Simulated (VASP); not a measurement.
**HgTe: single point with r2SCAN**

System: HgTe, a slab with vacuum.

```xyz
8
Lattice="4.6468 0.0000 0.0000 0.0000 6.5715 0.0000 0.0000 0.0000 23.9702" Properties=species:S:1:pos:R:3 pbc="T T T"
Hg    2.3234    3.2858    8.5000
Hg    0.0000    0.0000   10.8234
Hg    2.3234    3.3820   13.3350
Hg    0.0000   -0.3530   14.9147
Te    0.0000    1.6429    8.5000
Te    2.3234    4.9286   10.8234
Te    0.0000    1.7462   13.1137
Te    2.3234    4.9013   15.6942
```

```json
{"Program": "VASP 6.6.1", "Task": "single point", "Functional": "r2SCAN", "Potentials or basis": "VASP PAW PBE potentials, release 64 (Hg, Te)", "Cutoff": "440 eV", "k mesh": "6 × 5 × 1", "Occupations": "gaussian, width 0.1 eV", "Spin": "no spin polarisation"}
```

* Largest force: 1.114 eV/Å
* Band gap on the k mesh: 0.53 eV

Forces in eV/Å, atoms in the order of the input:
```
Hg   0.000 -0.842  0.729
Hg   0.000  0.107 -0.050
Hg   0.000 -0.002 -0.007
Hg   0.000 -0.012 -0.014
Te   0.000  0.387 -0.720
Te   0.000  0.346  0.042
Te   0.000  0.018 -0.006
Te   0.000 -0.002  0.025
```

Levels at points of the mesh, in eV from the valence-band top:
```tsv
k point	band 32	band 33	band 34	band 35	band 36	band 37	band 38	band 39	band 40	band 41
(0.00, 0.00, 0.00)	-1.18	-0.72	-0.43	-0.35	0.00	0.53	1.55	2.12	2.42	3.22
(0.50, 0.00, 0.00)	-1.76	-1.73	-1.53	-1.29	-0.65	1.45	2.18	2.36	2.55	2.84
```

Wall time 21 min on 1 thread of Intel(R) Xeon(R) 6975P-C (Granite Rapids), on a shared host, peak memory 0.74 GiB.

Caveat: the PAW data sets were made with another functional, which shifts forces and pressure a little; spin-orbit coupling is left out, which moves the levels of the heavy elements.
